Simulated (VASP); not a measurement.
MgO, 2 atoms in the cell. The structure is cubic, space group Fm-3m (No. 225). Conventional cell: a = 4.161 Å, b = 4.161 Å, c = 4.161 Å, α = 90.00°, β = 90.00°, γ = 90.00°. Mg (site symmetry m-3m) has 6 O at 2.08 Å within 2.8 Å. Within 2.8 Å of O (site symmetry m-3m) lie 6 Mg at 2.08 Å. 

* Program: VASP 6.6.1
* Task: relaxation of cell and atoms
* Functional: LDA
* Potentials or basis: VASP PAW LDA potentials, release 64 (Mg_sv, O)
* Cutoff: 750 eV
* k mesh: 10 × 10 × 10
* Occupations: gaussian, width 0.02 eV
* Spin: no spin polarisation
* Dipole correction: no
* Mended: yes
* Further INCAR settings: ALGO = Normal; EDIFF = 1e-07; IBRION = 2; EDIFFG = -0.002; NSW = 100; ISIF = 3

Potentials or basis: VASP PAW LDA potentials, release 64 (Mg_sv, O).

Launch:

```sh
$ cat potpaw_LDA.64/Mg_sv/POTCAR potpaw_LDA.64/O/POTCAR > POTCAR
$ mpirun -np 1 vasp_std > vasp.out
```

Hardware: 1 thread of Intel(R) Xeon(R) 6975P-C (Granite Rapids), with other jobs on the host.

Problem. How long does it take, and how much memory?

Solution. Run time: 25 s on 1 thread of Intel(R) Xeon(R) 6975P-C (Granite Rapids) (shared host), peak memory 0.14 GiB. Counts: scf iterations 25, k points 47, ion steps 3.
